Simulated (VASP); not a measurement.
Input of a VASP 6.6.1 run:

The input INCAR:

```
ALGO = Normal
EDIFF = 1E-7
EDIFFG = -0.002
ENCUT = 600
GGA = PE
GGA_COMPAT = F
IBRION = 2
ISIF = 3
ISMEAR = 0
LASPH = T
LCHARG = F
LREAL = F
LWAVE = F
NELM = 120
NELMIN = 4
NSW = 100
PREC = Accurate
SIGMA = 0.02
```

Contents of KPOINTS:

```
k-points
0
Gamma
  12 12 12
```

POSCAR

```
C
1.0
    0.0000000000      1.7835000000      1.7835000000
    1.7835000000      0.0000000000      1.7835000000
    1.7835000000      1.7835000000      0.0000000000
C
2
Direct
    0.0000000000      0.0000000000      0.0000000000
    0.2500000000      0.2500000000      0.2500000000
```

Potentials or basis: VASP PAW PBE potentials, release 64 (C).

The run is started by

```console
$ cat potpaw_PBE.64/C/POTCAR > POTCAR
$ mpirun -np 1 vasp_std > vasp.out
```

What does it give for the relaxed volume?

5.69 Å³/atom.

Predict the band gap on the k mesh.

4.14 eV (least direct gap 5.58 eV).

Predict the relaxed cell.

a = 2.525 Å, b = 2.525 Å, c = 2.525 Å, α = 60.00°, β = 60.00°, γ = 60.00°.

What does it give for the space group after relaxing (to 0.1 Å)?

Fd-3m (No. 227).

The path:
```
step  energy change (eV)  largest force (eV/Å)  pressure (GPa)  volume (Å³)
   1              0.0000                0.0000            1.68        11.35
   2              0.0001                0.0000           -2.03        11.44
   3             -0.0002                0.0000            0.01        11.39
```

A k mesh can miss the band edges.
